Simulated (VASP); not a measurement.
# Sr (P6_3/mmc) in VASP: further runs

Runs on Sr. Level: PBE. Tasks: single point.

Everything below comes from runs of VASP 6.6.1. Logs are shortened: lines on timing, memory, paths and dates and some standing lists are left out, and cuts for length are marked.

## 1. The cell of the first run

It takes space group P6_3/mmc (No. 194, hexagonal). The conventional cell has a = 4.294 Å, b = 4.294 Å, c = 6.812 Å, α = 90.00°, β = 90.00°, γ = 120.00°. Within 5.5 Å of Sr (site symmetry -6m2) lie 12 Sr at 4.21 to 4.29 Å.

This isn't the form of Sr at room conditions, which is fcc.

## 2. Single point, PBE (strained)

INCAR

```
  PREC = Accurate
  ENCUT = 520
  EDIFF = 1E-6
  ISMEAR = 0
  SIGMA = 0.1
  LREAL = False
  LASPH = True
  NELM = 80
  ALGO = Fast
  ISIF = 2
  LWAVE = False
  LCHARG = False
  GGA = PE
  NBANDS = 17
```

KPOINTS

```
regular mesh
0
Gamma
  12 12 6
```

POSCAR

```
Sr
1.0
    4.2936222199      0.0000000000      0.0000000000
   -2.1468111100      3.7183859166      0.0000000000
    0.0000000000      0.0000000000      6.8117100000
Sr
2
Direct
    0.3333333333      0.6666666667      0.2500000000
    0.6666666667      0.3333333333      0.7500000000
```

Potentials or basis: VASP PAW PBE potentials, release 64 (Sr_sv).

Run with:

```bash
cat potpaw_PBE.64/Sr_sv/POTCAR > POTCAR
mpirun -np 1 vasp_std > vasp.out
```

OUTCAR:

```text
PREC = Accurate
   ENCUT = 520
   EDIFF = 1E-6
   ISMEAR = 0
   LREAL = False
   LASPH = True
   NELM = 80
   ISIF = 2
   GGA = PE

 ion  position               nearest neighbor table
   1  0.333  0.667  0.250-   2 4.21   2 4.21   2 4.21   2 4.21   2 4.21   2 4.21
   2  0.667  0.333  0.750-   1 4.21   1 4.21   1 4.21   1 4.21   1 4.21   1 4.21

  LATTYP: Found a hexagonal cell.
 ALAT       =     4.2936222199
 C/A-ratio  =     1.5864716668

  Lattice vectors:

 A1 = (   4.2936222199,   0.0000000000,   0.0000000000)
 A2 = (  -2.1468111100,   3.7183859166,   0.0000000000)
 A3 = (   0.0000000000,   0.0000000000,   6.8117100000)

Analysis of symmetry for initial positions (statically):
=====================================================================
 Subroutine PRICEL returns:
 Original cell was already a primitive cell.

 Routine SETGRP: Setting up the symmetry group for a
 hexagonal supercell.

 Subroutine GETGRP returns: Found 24 space group operations
 (whereof 12 operations were pure point group operations)
 out of a pool of 24 trial point group operations.

The static configuration has the point symmetry D_3d.
 The point group associated with its full space group is D_6h.

Analysis of symmetry for dynamics (positions and initial velocities):
=====================================================================
 Subroutine PRICEL returns:
 Original cell was already a primitive cell.

 Routine SETGRP: Setting up the symmetry group for a
 hexagonal supercell.

 Subroutine GETGRP returns: Found 24 space group operations
 (whereof 12 operations were pure point group operations)
 out of a pool of 24 trial point group operations.

The dynamic configuration has the point symmetry D_3d.
 The point group associated with its full space group is D_6h.

 Subroutine INISYM returns: Found 24 space group operations
 (whereof 12 operations are pure point group operations),
 and found     1 'primitive' translations

----------------------------------------------------------------------------------------

                                     Primitive cell

  volume of cell :     108.7513

  direct lattice vectors                    reciprocal lattice vectors
     4.293622220  0.000000000  0.000000000     0.232903583  0.134466946  0.000000000
    -2.146811110  3.718385917  0.000000000     0.000000000  0.268933893  0.000000000
     0.000000000  0.000000000  6.811710000     0.000000000  0.000000000  0.146806015

  length of vectors
     4.293622220  4.293622220  6.811710000     0.268933893  0.268933893  0.146806015

  position of ions in fractional coordinates (direct lattice)
     0.333333333  0.666666667  0.250000000
     0.666666667  0.333333333  0.750000000

  ion indices of the primitive-cell ions
   primitive index   ion index
                 1           1
                 2           2

----------------------------------------------------------------------------------------

 KPOINTS: regular mesh

Automatic generation of k-mesh.
 Grid dimensions read from file:
 generate k-points for:   12   12    6

 Generating k-lattice:

  Cartesian coordinates                     Fractional coordinates (reciprocal lattice)
     0.019408632  0.011205579  0.000000000     0.083333333  0.000000000  0.000000000
     0.000000000  0.022411158  0.000000000     0.000000000  0.083333333  0.000000000
     0.000000000  0.000000000  0.024467669     0.000000000  0.000000000  0.166666667

  Length of vectors
     0.022411158  0.022411158  0.024467669

  Shift w.r.t. Gamma in fractional coordinates (k-lattice)
     0.000000000  0.000000000  0.000000000

 Subroutine IBZKPT returns following result:
 ===========================================

 Found     76 irreducible k-points:

 Following reciprocal coordinates:
            Coordinates               Weight
  0.000000  0.000000  0.000000      1.000000
  0.083333  0.000000  0.000000      6.000000
  0.166667 -0.000000  0.000000      6.000000
  0.250000 -0.000000  0.000000      6.000000
  0.333333  0.000000  0.000000      6.000000
  0.416667 -0.000000  0.000000      6.000000
[... 16 lines left out ...]
  0.250000 -0.000000  0.166667     12.000000
  0.333333  0.000000  0.166667     12.000000
 [... further k-points ...]
   k-points           NKPTS =     76   k-points in BZ     NKDIM =     76   number of bands    NBANDS=     17
   number of dos      NEDOS =    301   number of ions     NIONS =      2
   total plane-waves  NPLWV =  55296
   dimension x,y,z NGX =    32 NGY =   32 NGZ =   54
   dimension x,y,z NGXF=    64 NGYF=   64 NGZF=  108
   ions per type =               2
   NGX,Y,Z   is equivalent  to a cutoff of  12.39, 12.39, 13.18 a.u.
   NGXF,Y,Z  is equivalent  to a cutoff of  24.78, 24.78, 26.36 a.u.
 SYSTEM =  unknown system
   PREC   = accura    normal or accurate (medium, high low for compatibility)
   ISTART =      0    job   : 0-new  1-cont  2-samecut
   ICHARG =      2    charge: 1-file 2-atom 10-const
   ISPIN  =      1    spin polarized calculation?
   LNONCOLLINEAR =      F non collinear calculations
   LSORBIT =      F    spin-orbit coupling
   LASPH  =      T    aspherical Exc in radial PAW
   ENCUT  =  520.0 eV  38.22 Ry    6.18 a.u.   7.98  7.98 12.67*2*pi/ulx,y,z
   NELM   =     80;   NELMIN=  2; NELMDL= -5     # of ELM steps
   EDIFF  = 0.1E-05   stopping-criterion for ELM
   LREAL  =      F    real-space projection
   EDIFFG = 0.1E-04   stopping-criterion for IOM
   NSW    =      0    number of steps for IOM
   IBRION =     -1    ionic relax: 0-MD 1-quasi-New 2-CG
   NFREE  =      0    steps in history (QN), initial steepest desc. (CG)
   ISIF   =      2    stress and relaxation
   ISYM   =      2    0-nonsym 1-usesym 2-fastsym
   POTIM  = 0.5000    time-step for ionic-motion
   TEBEG  =    0.0;   TEEND  =   0.0 temperature during run
   PSTRESS=    0.0 pullay stress
   NELECT =      20.0000    total number of electrons
   NUPDOWN=      -1.0000    fix difference up-down
   EMIN   =  10.00;   EMAX   =-10.00  energy-range for DOS
   EFERMI =   0.00;   METHOD = LEGACY
   ISMEAR =     0;   SIGMA  =   0.10  broadening in eV -4-tet -1-fermi 0-gaus
   EFERMI_NEDOS =   21; number of points for ismear=-14 and -15
   IALGO  =     68    algorithm
   IMIX   =      4    mixing-type and parameters
     AMIX     =   0.40;   BMIX     =  1.00
     AMIX_MAG =   1.60;   BMIX_MAG =  1.00
  volume/ion in A,a.u.               =      54.38       366.94
  Fermi-wavevector in a.u.,A,eV,Ry     =   0.930979  1.759296 11.792474  0.866722
  Thomas-Fermi vector in A             =   2.057424
   LORBIT       =      0    0 simple, 1 ext, 2 COOP (PROOUT), +10 PAW based schemes
   GGA     = PE    functional components
   LHFCALC =     F    Hartree Fock is set to
   AEXX    =    0.0000 exact exchange contribution
   IVDW    =     0    specifies the selected vdW correction
   LEPSILON=     F    determine dielectric tensor
   LRPA    =     F    only Hartree local field effects (RPA)
 non-spin polarized calculation
 RMM-DIIS sequential band-by-band and
 Gauss-broadening in eV      SIGMA  =   0.10
  energy-cutoff  :      520.00
  volume of cell :      108.75
 maximum number of plane-waves:      2955
 NGX is ok and might be reduce to    32
   NGX = 15   NGY = 15   NGZ = 25

 number of electron      20.0000000 magnetization

 Free energy of the ion-electron system (eV)
  ---------------------------------------------------
  ext. energy  EPLUGINS =         0.00000000
  ---------------------------------------------------
  free energy    TOTEN  =        -3.26798143 eV

  energy without entropy =       -3.25595739  energy(sigma->0) =       -3.26196941

 E-fermi :   1.6723     XC(G=0):  -7.3841

 val. band max:        1.6678884728   @ k =   0.3333   0.0000   0.0000
 cond. band min:       1.7059159892   @ k =   0.3333   0.0000   0.0000
 fundamental gap:      0.0380275164
 Fermi energy:         1.6723134296

 k-point     1 :       0.0000    0.0000    0.0000
  band No.  band energies     occupation
      1     -34.9661      2.00000
      2     -34.9493      2.00000
      3     -17.0679      2.00000
      4     -16.8863      2.00000
      5     -16.8863      2.00000
      6     -16.8534      2.00000
[... 9 lines left out ...]
     16       4.3528      0.00000
     17       4.7534      0.00000

 k-point     2 :       0.0833    0.0000    0.0000
  band No.  band energies     occupation
      1     -34.9652      2.00000
      2     -34.9490      2.00000
      3     -17.0633      2.00000
      4     -16.8956      2.00000
      5     -16.8894      2.00000
      6     -16.8632      2.00000
[... 9 lines left out ...]
     16       4.4761      0.00000
     17       4.6382      0.00000

 k-point     3 :       0.1667   -0.0000    0.0000
  band No.  band energies     occupation
      1     -34.9629      2.00000
      2     -34.9482      2.00000
      3     -17.0502      2.00000
      4     -16.9213      2.00000
      5     -16.8978      2.00000
      6     -16.8898      2.00000
[... 9 lines left out ...]
     16       4.3934      0.00000
     17       4.5703      0.00000

 k-point     4 :       0.2500   -0.0000    0.0000
  band No.  band energies     occupation
      1     -34.9597      2.00000
      2     -34.9472      2.00000
      3     -17.0304      2.00000
      4     -16.9567      2.00000
      5     -16.9251      2.00000
      6     -16.9090      2.00000
[... 9 lines left out ...]
     16       4.6838      0.00000
     17       4.9205      0.00000
[... 343 lines left out ...]
      1     -34.9620      2.00000
      2     -34.9492      2.00000
      3     -17.0397      2.00000
      4     -16.9175      2.00000
      5     -16.9002      2.00000
      6     -16.8952      2.00000
[... 9 lines left out ...]
     16       4.4419      0.00000
     17       4.8222      0.00000

 k-point    23 :       0.2500   -0.0000    0.1667
  band No.  band energies     occupation
      1     -34.9588      2.00000
      2     -34.9481      2.00000
      3     -17.0264      2.00000
      4     -16.9496      2.00000
      5     -16.9342      2.00000
      6     -16.9060      2.00000
[... 9 lines left out ...]
     16       4.6876      0.00000
     17       4.9880      0.00000

 k-point    24 :       0.3333    0.0000    0.1667
  band No.  band energies     occupation
      1     -34.9555      2.00000
      2     -34.9471      2.00000
      3     -17.0210      2.00000
      4     -16.9764      2.00000
      5     -16.9619      2.00000
      6     -16.9165      2.00000
[... 9 lines left out ...]
     16       5.1698      0.00000
     17       5.2972      0.00000

 [... further k-points ...]

------------------------ aborting loop because EDIFF is reached ----------------------------------------

  FORCE on cell =-STRESS in cart. coord.  units (eV):
  Direction    XX          YY          ZZ          XY          YZ          ZX
  --------------------------------------------------------------------------------------
  -------------------------------------------------------------------------------------
  Total       -0.0074749     -0.0074749      0.4471615      0.0000000      0.0000000      0.0000000
  in kB       -0.1101243     -0.1101243      6.5878024      0.0000000      0.0000000      0.0000000
  external PRESSURE =       2.1225180 kB  Pullay stress =       0.0000000 kB

 VOLUME and BASIS-vectors are now :
 -----------------------------------------------------------------------------
  energy-cutoff  :      520.00
  volume of cell :      108.75
      direct lattice vectors                 reciprocal lattice vectors
     4.293622220  0.000000000  0.000000000     0.232903583  0.134466946  0.000000000
    -2.146811110  3.718385917  0.000000000     0.000000000  0.268933893  0.000000000
     0.000000000  0.000000000  6.811710000     0.000000000  0.000000000  0.146806015

 POSITION                                       TOTAL-FORCE (eV/Angst)
 -----------------------------------------------------------------------------------
     -0.00000      2.47892      1.70293        -0.000000     -0.000000      0.000000
      2.14681      1.23946      5.10878         0.000000      0.000000      0.000000
 -----------------------------------------------------------------------------------
    total drift:                               -0.000000      0.000000     -0.000000

  FREE ENERGIE OF THE ION-ELECTRON SYSTEM (eV)
  ---------------------------------------------------
  free  energy   TOTEN  =        -3.2679814298 eV

  energy  without entropy=       -3.2559573891  energy(sigma->0) =       -3.26196941
```

Wall time 52 s (1 thread of Intel Xeon 6975P-C (Granite Rapids), shared host); peak memory 0.29 GiB.

Results:

```
Free energy            : -3.2680 eV
Pressure               : 0.2 GPa
Band gap on the k mesh : zero (bands 10 and 11 overlap by 0.32 eV)
```

Stress tensor (GPa, compression positive):
```
-0.01  0.00  0.00
 0.00 -0.01  0.00
 0.00  0.00  0.66
```

Levels at points of the mesh, in eV from the Fermi level:
```
           k point  band 7  band 8  band 9  band 10  band 11  band 12  band 13  band 14
(0.00, 0.00, 0.00)  -18.53  -18.52   -3.72    -1.10     0.14     2.23     2.23     2.42
(0.50, 0.00, 0.00)  -18.58  -18.55   -1.21    -0.61     0.04     0.17     1.34     1.95
(0.00, 0.00, 0.50)  -18.54  -18.54   -2.72    -2.72     1.33     1.33     2.20     2.20
(0.50, 0.00, 0.50)  -18.58  -18.58   -0.87    -0.87     0.20     0.20     1.33     1.33
```

Caveat: the cell differs from its parent crystal (strained).

## 3. Single point, PBE (strained)

INCAR

```
SYSTEM = Sr
PREC = Accurate
ENCUT = 520
EDIFF = 1E-6
ISMEAR = 0
SIGMA = 0.1
LREAL = .FALSE.
LASPH = .TRUE.
NELM = 80
ALGO = Fast
ISIF = 2
LWAVE = .FALSE.
LCHARG = .TRUE.
GGA = PE
LELF = .TRUE.
LVHAR = .TRUE.
NBANDS = 17
```

KPOINTS

```
Automatic mesh
0
G
  12 12 6
  0 0 0
```

POSCAR

```
Sr
1.0
    4.4088716258      0.0000000000      0.0000000000
   -2.2044358129      3.8181948299      0.0000000000
    0.0000000000      0.0000000000      6.7887270000
Sr
2
Direct
    0.3333333333      0.6666666667      0.2500000000
    0.6666666667      0.3333333333      0.7500000000
```

Potentials or basis: VASP PAW PBE potentials, release 64 (Sr_sv).

Run with:

```bash
cat potpaw_PBE.64/Sr_sv/POTCAR > POTCAR
mpirun -np 1 vasp_std > vasp.out
```

Wall time 59 s (1 thread of Intel Xeon 6975P-C (Granite Rapids), shared host); peak memory 0.31 GiB.

The run converged. Its results:

```
Free energy            : -3.2536 eV
Pressure               : -0.3 GPa
Band gap on the k mesh : zero (bands 10 and 11 overlap by 0.36 eV)
```

Stress tensor (GPa, compression positive):
```
-0.69  0.00  0.00
 0.00 -0.69  0.00
 0.00  0.00  0.39
```

Levels at points of the mesh, in eV from the Fermi level:
```tsv
k point	band 8	band 9	band 10	band 11	band 12	band 13
(0.00, 0.00, 0.00)	-18.64	-3.65	-1.01	0.19	2.12	2.12
(0.50, 0.00, 0.00)	-18.66	-1.26	-0.67	0.10	0.15	1.34
(0.00, 0.00, 0.50)	-18.66	-2.66	-2.66	1.40	1.40	2.07
(0.50, 0.00, 0.50)	-18.68	-0.86	-0.86	0.12	0.12	1.34
```

Caveat: the cell differs from its parent crystal (strained).

## 4. Single point, PBE (strained)

INCAR

```
SYSTEM = Sr
  ALGO = Fast
  EDIFF = 1E-6
  ENCUT = 520
  GGA = PE
  ISIF = 2
  ISMEAR = 0
  LASPH = .True.
  LCHARG = .False.
  LREAL = .False.
  LWAVE = .False.
  NBANDS = 17
  NELM = 80
  PREC = Accurate
  SIGMA = 0.1
```

KPOINTS

```
k-points
0
Gamma
  12 12 6
  0 0 0
```

POSCAR

```
Sr
1.0
    4.3439199224      0.0000000000      0.0000000000
   -2.1719599613      3.7619450048      0.0000000000
    0.0000000000      0.0000000000      6.9997335000
Sr
2
Direct
    0.3333333333      0.6666666667      0.2500000000
    0.6666666667      0.3333333333      0.7500000000
```

Run with:

```bash
cat potpaw_PBE.64/Sr_sv/POTCAR > POTCAR
mpirun -np 1 vasp_std > vasp.out
```

Run time: 56 s. Hardware: 1 thread of Intel Xeon 6975P-C (Granite Rapids), shared host; peak memory 0.3 GiB.

It converged, with:

```
Free energy            : -3.2689 eV
Pressure               : -0.4 GPa
Band gap on the k mesh : zero (bands 10 and 11 overlap by 0.33 eV)
```

Stress tensor (GPa, compression positive):
```
-0.48  0.00  0.00
 0.00 -0.48  0.00
 0.00  0.00 -0.12
```

Levels at points of the mesh, in eV from the Fermi level:
| k point | band 8 | band 9 | band 10 | band 11 | band 12 | band 13 |
| --- | --- | --- | --- | --- | --- | --- |
| (0.00, 0.00, 0.00) | -18.62 | -3.62 | -1.11 | 0.03 | 2.21 | 2.21 |
| (0.50, 0.00, 0.00) | -18.65 | -1.17 | -0.60 | 0.08 | 0.21 | 1.26 |
| (0.00, 0.00, 0.50) | -18.64 | -2.70 | -2.70 | 1.27 | 1.27 | 2.19 |
| (0.50, 0.00, 0.50) | -18.67 | -0.82 | -0.82 | 0.17 | 0.17 | 1.30 |

Caveat: the cell differs from its parent crystal (strained).

## 5. Single point, PBE (strained)

INCAR

```
  PREC = Accurate
  ENCUT = 520
  EDIFF = 1E-6
  ISMEAR = 0
  SIGMA = 0.1
  LREAL = F
  LASPH = T
  NELM = 80
  ALGO = Fast
  ISIF = 2
  LWAVE = F
  LCHARG = F
  GGA = PE
  NBANDS = 17
```

KPOINTS

```
Automatic mesh
0
Gamma
  12 12 6
```

POSCAR

```
Sr
1.0
    4.4397743273      0.0000000000      0.0000000000
   -2.2198871637      3.8449573545      0.0000000000
    0.0000000000      0.0000000000      6.8392755000
Sr
2
Direct
    0.3333333333      0.6666666667      0.2500000000
    0.6666666667      0.3333333333      0.7500000000
```

Run with:

```bash
cat potpaw_PBE.64/Sr_sv/POTCAR > POTCAR
mpirun -np 1 vasp_std > vasp.out
```

Run time: 65 s. Hardware: 1 thread of Intel Xeon 6975P-C (Granite Rapids), shared host; peak memory 0.32 GiB.

Results (log left out):

* Free energy: -3.2472 eV
* Pressure: -0.5 GPa
* Band gap on the k mesh: zero (bands 10 and 11 overlap by 0.36 eV)

Stress tensor (GPa, compression positive):
```
-0.89  0.00  0.00
 0.00 -0.89  0.00
 0.00  0.00  0.13
```

Levels at points of the mesh, in eV from the Fermi level:
```csv
k point,band 8,band 9,band 10,band 11,band 12,band 13
"(0.00, 0.00, 0.00)",-18.68,-3.62,-0.99,0.16,2.10,2.10
"(0.50, 0.00, 0.00)",-18.70,-1.25,-0.67,0.11,0.16,1.31
"(0.00, 0.00, 0.50)",-18.70,-2.64,-2.64,1.39,1.39,2.05
"(0.50, 0.00, 0.50)",-18.73,-0.84,-0.84,0.10,0.10,1.33
```

Caveat: the cell differs from its parent crystal (strained).

## 6. Single point, PBE (strained)

INCAR

```
SYSTEM = Sr
PREC = Accurate
ENCUT = 520
EDIFF = 1E-7
ISMEAR = 0
SIGMA = 0.1
LREAL = .False.
LASPH = .True.
NELM = 100
ALGO = Fast
ISIF = 2
LWAVE = .False.
LCHARG = .False.
GGA = PE
NBANDS = 17
```

KPOINTS

```
regular mesh
0
Gamma
  12 12 6
  0 0 0
```

POSCAR

```
Sr
1.0
    4.1957852149      0.0000000000      0.0000000000
   -2.0978926075      3.6336565848      0.0000000000
    0.0000000000      0.0000000000      6.6516750000
Sr
2
Direct
    0.3333333333      0.6666666667      0.2500000000
    0.6666666667      0.3333333333      0.7500000000
```

Potentials or basis: VASP PAW PBE potentials, release 64 (Sr_sv).

Run with:

```bash
cat potpaw_PBE.64/Sr_sv/POTCAR > POTCAR
mpirun -np 1 vasp_std > vasp.out
```

It took 56 s on 1 thread of Intel Xeon 6975P-C (Granite Rapids), shared host; peak memory 0.28 GiB.

Results (log left out):

| Quantity | Value |
| --- | --- |
| Free energy | -3.2368 eV |
| Pressure | 1.2 GPa |
| Band gap on the k mesh | zero (bands 10 and 11 overlap by 0.28 eV) |

Stress tensor (GPa, compression positive):
```
0.89 0.00 0.00
0.00 0.89 0.00
0.00 0.00 1.73
```

Levels at points of the mesh, in eV from the Fermi level:
```tsv
k point	band 6	band 7	band 8	band 9	band 10	band 11	band 12	band 13	band 14	band 15
(0.00, 0.00, 0.00)	-18.36	-18.36	-18.36	-3.81	-1.13	0.26	2.30	2.30	2.52	2.80
(0.50, 0.00, 0.00)	-18.46	-18.43	-18.39	-1.20	-0.58	0.00	0.15	1.44	2.08	2.12
(0.00, 0.00, 0.50)	-18.38	-18.38	-18.38	-2.75	-2.75	1.38	1.38	2.27	2.27	2.27
(0.50, 0.00, 0.50)	-18.43	-18.43	-18.43	-0.90	-0.90	0.29	0.29	1.37	1.37	3.01
```

Caveat: the cell differs from its parent crystal (strained).

## 7. Overview

| cell | further INCAR settings | gap on the mesh (eV) | pressure (GPa) |
| --- | --- | --- | --- |
| a = 4.294, b = 4.294, c = 6.812 Å, angles 90.0, 90.0, 120.0°, 2 atoms | ALGO = Fast; EDIFF = 1e-06; NBANDS = 17 | none | 0.2 |
| a = 4.409, b = 4.409, c = 6.789 Å, angles 90.0, 90.0, 120.0°, 2 atoms | ALGO = Fast; EDIFF = 1e-06; NBANDS = 17 | none | -0.3 |
| a = 4.344, b = 4.344, c = 7.000 Å, angles 90.0, 90.0, 120.0°, 2 atoms | ALGO = Fast; EDIFF = 1e-06; NBANDS = 17 | none | -0.4 |
| a = 4.440, b = 4.440, c = 6.839 Å, angles 90.0, 90.0, 120.0°, 2 atoms | ALGO = Fast; EDIFF = 1e-06; NBANDS = 17 | none | -0.5 |
| a = 4.196, b = 4.196, c = 6.652 Å, angles 90.0, 90.0, 120.0°, 2 atoms | ALGO = Fast; EDIFF = 1e-07; NBANDS = 17 | none | 1.2 |

Alike in all rows: task single point; level PBE; potentials or basis VASP PAW PBE potentials, release 64 (Sr_sv); no spin polarisation; k mesh 12 × 12 × 6; cutoff (eV) 520; smearing gaussian 0.1 eV.

Total energies depend on the potentials used, so only differences within one code and one set of settings carry meaning.
